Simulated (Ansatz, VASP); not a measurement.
Two plane-wave programs on CdF2

```
Cd F
1.0
     0.00000    2.77482    2.61318
     2.77482    0.00000    2.61318
     2.77482    2.77482    0.00000
Cd F
1 2
Direct
  0.00000 0.00000 0.00000
  0.25000 0.25000 0.25000
  0.75000 0.75000 0.75000
```

Change from the starting cell: strain +0.030 along x and y, -0.030 along z, atoms carried along.

Alike in both runs: task single point; functional r2SCAN; k mesh 8 × 8 × 8; occupations gaussian, width 0.05 eV; no spin polarisation.

```csv
,VASP,Ansatz
version,VASP 6.6.1,Ansatz 0.2.0
potentials or method,"VASP PAW PBE potentials, release 64 (Cd, F), cutoff 520 eV","scalar-relativistic, plane waves, PAW"
valence electrons in the cell,26,34
```

|  | VASP | Ansatz | Ansatz less VASP |
| --- | --- | --- | --- |
| gap on the k mesh at the Fermi level (eV) | 3.52 | 3.56 | +0.042 |
| least direct gap on the mesh (eV) | 4.09 | 4.14 | +0.050 |
| pressure (GPa) | -2.2 | -3.0 | -0.82 |
| traceless stress, the component that is largest in VASP (GPa) | 4.60 | 4.66 | +0.064 |

VASP's potentials were made for PBE, not for r2SCAN. VASP's potentials hold 26 valence electrons a cell and Ansatz's 34, so a difference there can come from the potentials and not from the codes.
